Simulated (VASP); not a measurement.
Wanted: the native input for a VASP 6.6.1 run.

```yaml
Task: single point
Functional: PBEsol
Potentials_or_basis: VASP PAW PBE potentials, release 64 (Al)
Cutoff: 520 eV
k_mesh: 20 × 20 × 20
Occupations: gaussian, width 0.15 eV
Spin: no spin polarisation
Dipole_correction: no
Further_INCAR_settings: ALGO = Normal; EDIFF = 1e-06; NBANDS = 8
```

The structure of Al lies in POSCAR:

```
Al
1.0
   -1.6707796245      1.6707796245      1.5912186900
    1.6707796245     -1.6707796245      1.5912186900
    1.6707796245      1.6707796245     -1.5912186900
Al
1
Direct
    0.0000000000      0.0000000000      0.0000000000
```

This cell differs from its parent crystal: strain +0.050 along x and y, +0.000 along z.

These files were run (other wordings do the same):

INCAR

```
PREC = Accurate
ENCUT = 520
EDIFF = 1E-6
ISMEAR = 0
SIGMA = 0.15
LREAL = F
LASPH = T
NELM = 100
ALGO = Normal
ISIF = 2
LWAVE = F
LCHARG = F
GGA = PS
NBANDS = 8
```

KPOINTS

```
regular mesh
0
Gamma
  20 20 20
```

Potentials or basis: VASP PAW PBE potentials, release 64 (Al).

Launch:

```bash
$ cat potpaw_PBE.64/Al/POTCAR > POTCAR
$ mpirun -np 1 vasp_std > vasp.out
```

Results of the run:

```json
{
 "Pressure": "-4.4 GPa"
}
```

Caveat: the cell differs from its parent crystal (strain +0.050 along x and y, +0.000 along z); the PAW data sets were made with another functional, which shifts forces and pressure a little.

Run time: 20 s on 1 thread of Intel(R) Xeon(R) 6975P-C (Granite Rapids) (shared host), peak memory 0.19 GiB.
